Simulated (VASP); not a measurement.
Here is a VASP 6.6.1 calculation.

File INCAR:

```
SYSTEM = BP
  ALGO = Normal
  EDIFF = 1E-8
  ENCUT = 520
  GGA = PE
  IBRION = 8
  ISIF = 2
  ISMEAR = 0
  LASPH = .TRUE.
  LCHARG = .FALSE.
  LEPSILON = .TRUE.
  LREAL = .FALSE.
  LWAVE = .FALSE.
  NELM = 100
  NSW = 1
  PREC = Accurate
  SIGMA = 0.01
```

KPOINTS

```
k-points
0
G
  10 10 10
  0 0 0
```

Contents of POSCAR:

```
BP
1.0
    0.0000000000      2.2741906125      2.2741906125
    2.2741906125      0.0000000000      2.2741906125
    2.2741906125      2.2741906125      0.0000000000
B P
1 1
Direct
    0.0000000000      0.0000000000      0.0000000000
    0.2500000000      0.2500000000      0.2500000000
```

Potentials or basis: VASP PAW PBE potentials, release 64 (B, P).

Launch:

```sh
$ cat potpaw_PBE.64/B/POTCAR potpaw_PBE.64/P/POTCAR > POTCAR
$ mpirun -np 1 vasp_std > vasp.out
```

Estimate the electronic dielectric tensor (diagonal).

9.27.

Predict the Born charges (mean of the diagonal).

B -0.47; P +0.47 e.

What does it give for the highest phonon frequency at Γ, LO-TO splitting left out?

798 cm⁻¹.

Phonon frequencies in cm⁻¹ (negative: imaginary):
| q point | frequencies |
| --- | --- |
| (0.000, 0.000, 0.000) | 0 0 0 798 798 798 |
